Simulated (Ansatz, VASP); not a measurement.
One calculation of Si, two programs

INCAR

```
SYSTEM = Si
PREC = Accurate
ENCUT = 520
EDIFF = 1E-8
ISMEAR = -1
SIGMA = 0.05
LREAL = .False.
LASPH = .True.
NELM = 100
ALGO = Normal
ISIF = 2
LWAVE = .False.
LCHARG = .False.
GGA = PE
LEFG = .True.
NBANDS = 11
```

The input KPOINTS:

```
Automatic mesh
0
Gamma
  13 13 13
  0 0 0
```

The input POSCAR:

```
Si
1.0
    0.0000000000      2.7575196016      2.7575196016
    2.7575196016      0.0000000000      2.7575196016
    2.7575196016      2.7575196016      0.0000000000
Si
2
Direct
    0.0000000000      0.0000000000      0.0000000000
    0.2500000000      0.2500000000      0.2500000000
```

Input for Ansatz:

```yaml
crystal:
  lattice:
    - [0.0, 2.7575196016, 2.7575196016]
    - [2.7575196016, 0.0, 2.7575196016]
    - [2.7575196016, 2.7575196016, 0.0]
  atoms:
    - { symbol: Si, position: [0.0, 0.0, 0.0] }
    - { symbol: Si, position: [0.25, 0.25, 0.25] }
kpoints:
  mp_grid: { grid: [13, 13, 13] }
scf:
  occupations: { method: fermi_dirac, width: 0.05 }
hamiltonian:
  xc: pbe
  pseudopotentials: { kind: paw }
output:
  forces: true
  stress: true
  eigenvalues: true
  efg: { contact_densities: true }
```

Change from the starting cell: volume scaled by 1.025, PAW files.

Alike in both runs: task electric field gradients; functional PBE; k mesh 13 × 13 × 13; occupations fermi-dirac, width 0.05 eV; no spin polarisation.

```csv
,VASP,Ansatz
version,VASP 6.6.1,Ansatz 0.2.0
potentials or method,"VASP PAW PBE potentials, release 64 (Si)","PAW with Ansatz's default frozen-core files, scalar-relativistic"
plane-wave cutoff (eV),520,420
valence electrons in the cell,8,8
```

```csv
,VASP,Ansatz,Ansatz less VASP
pressure (GPa),-2.1,-2.1,+0.08
```
